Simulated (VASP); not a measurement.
Write the native input for VASP 6.6.1 that does the following.

- Task: single point
- Functional: LDA
- Potentials or basis: VASP PAW LDA potentials, release 64 (Sb)
- Cutoff: 520 eV
- k mesh: 11 × 11 × 3
- Occupations: fermi-dirac, width 0.1 eV
- Spin: no spin polarisation
- Dipole correction: no
- Further INCAR settings: ALGO = Normal; EDIFF = 1e-06; NBANDS = 18

The structure of Sb lies in POSCAR:

```
Sb
1.0
    3.2716288460      0.0000000000      0.0000000000
   -1.6358144230      2.8333136923      0.0000000000
    0.0000000000      0.0000000000     11.0782165445
Sb
4
Direct
    1.0000000000      1.0000000000      1.0000000000
    1.0000000000      1.0000000000      0.5000000000
    0.3333333333      0.6666666667      0.2500000000
    0.6666666667      0.3333333333      0.7500000000
```

These files were run (other wordings do the same):

INCAR

```
  PREC = Accurate
  ENCUT = 520
  EDIFF = 1E-6
  ISMEAR = -1
  SIGMA = 0.1
  LREAL = F
  LASPH = T
  NELM = 100
  ALGO = Normal
  ISIF = 2
  LWAVE = F
  LCHARG = F
  GGA = CA
  NBANDS = 18
```

KPOINTS

```
regular mesh
0
Gamma
  11 11 3
```

Potentials or basis: VASP PAW LDA potentials, release 64 (Sb).

Command:

```sh
$ cat potpaw_LDA.64/Sb/POTCAR > POTCAR
$ mpirun -np 1 vasp_std > vasp.out
```

Results of the run:

```
Pressure               : 0.1 GPa
Band gap on the k mesh : zero (band 10 reaches 13.91 eV, above the bottom of band 11 at 6.63 eV)
```

Caveat: spin-orbit coupling is left out, which moves the levels of the heavy elements.

Wall time 22 s on 1 thread of AMD EPYC 7R13 Processor (Zen 3), on a shared host, peak memory 0.16 GiB.
